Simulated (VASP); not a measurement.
The system is ZrN.

```
Zr N
1.0
     0.00000    2.30000    2.30000
     2.30000    0.00000    2.30000
     2.30000    2.30000    0.00000
Zr N
1 1
Direct
  0.50000 0.50000 0.50000
  0.00000 0.00000 0.00000
```

Base run:

| Quantity | Value |
| --- | --- |
| Program | VASP 6.6.1 |
| Functional | PBEsol |
| Potentials or basis | VASP PAW PBE potentials, release 64 (Zr_sv, N) |
| Cutoff | 600 eV |
| k mesh | 7 × 7 × 7 |
| Occupations | fermi-dirac, width 0.3 eV |
| Spin | no spin polarisation |

Its results: pressure -6.8 GPa.

Q: After a change of settings the same cell gave: pressure 8.8 GPa. Which change was it?
A. functional from PBEsol to r2SCAN; cutoff from 600 eV to 660 eV
B. functional from PBEsol to BLYP
C. functional from PBEsol to LDA; potentials or basis from VASP PAW PBE potentials, release 64 (Zr_sv, N) to VASP PAW LDA potentials, release 64 (Zr_sv, N)

A: B.

BLYP binds less tightly than PBEsol, so the same cell stands under more pressure.

Caveats: the PAW data sets were made with another functional, which shifts forces and pressure a little.
